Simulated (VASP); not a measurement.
Runs of VASP 6.6.1 on Nb. The structure is that of space group R-3m (No. 166), or close to it. The cells are those of the table. 

| cell | gap on the mesh (eV) | pressure (GPa) |
| --- | --- | --- |
| a = 2.995 Å, angles 112.1°, 1 atom | none | -0.4 |
| a = 2.656 Å, angles 95.9°, 1 atom | none | (a) |
| a = 3.477 Å, angles 117.0°, 1 atom | none | 128.6 |
| a = 3.140 Å, angles 114.3°, 1 atom | none | 14.8 |
| a = 2.708 Å, angles 101.6°, 1 atom | none | 4.0 |
| a = 2.778 Å, angles 105.7°, 1 atom | none | -1.5 |
| a = 3.293 Å, angles 115.8°, 1 atom | none | (b) |

Alike in all rows: task single point; level PBE; potentials or basis VASP PAW PBE potentials, release 64 (Nb_sv); no spin polarisation; k mesh 22 × 22 × 22; cutoff (eV) 520; smearing gaussian 0.15 eV.

Question: Fill in the values left out.

Answer: (a) 10.1; (b) 51.4.

Caveats: the cell stands under pressure (at least some runs); atoms lie so close that the PAW spheres overlap strongly, which falsifies energies and pressures (at least some runs).

A k mesh can miss the band edges, and the runs leave out spin-orbit coupling on Nb.

A gap of «none» marks levels without a gap at the run's occupations.
